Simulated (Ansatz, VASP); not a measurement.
## Ni2Cl: VASP beside Ansatz

```xyz
3
Lattice="4.1047 0.0000 0.0000 -2.0523 3.5548 0.0000 0.0000 0.0000 2.9469" Properties=species:S:1:pos:R:3 pbc="T T T"
Ni    0.0000    2.3698    1.4735
Ni    2.0523    1.1849    1.4735
Cl    0.0000    0.0000    0.0000
```

Change from the starting cell: species swapped into the LaCu2 type (P6/mmm, No. 191).

Alike in both runs: functional PBE; k mesh 6 × 6 × 6; occupations gaussian, width 0.1 eV; collinear spin.

Ansatz relaxed the structure, and its values are those at the end. VASP's run is a single point on that final structure, the one shown.

|  | VASP | Ansatz |
| --- | --- | --- |
| version | VASP 6.6.1 | Ansatz 0.2.0 |
| potentials or method | VASP PAW PBE potentials, release 64 (Ni, Cl), cutoff 520 eV | scalar-relativistic, plane waves, PAW |
| valence electrons in the cell | 27 | 43 |

```csv
,VASP,Ansatz,Ansatz less VASP
gap on the k mesh at the Fermi level (eV),none,none,-
pressure (GPa),0.1,0.1,-0.02
net moment per atom (μB),0.44,0.44,0.000
size of the moment on the site where the two differ most (μB),0.68,0.70,+0.024
```

Site moments also hang on the region over which each program counts them. A gap of «none» marks a metal or a gap that the smearing closes. The functional is the same, so the differences come from potentials, cutoffs and numerics. VASP's potentials hold 27 valence electrons a cell and Ansatz's 43, so a difference there can come from the potentials and not from the codes.
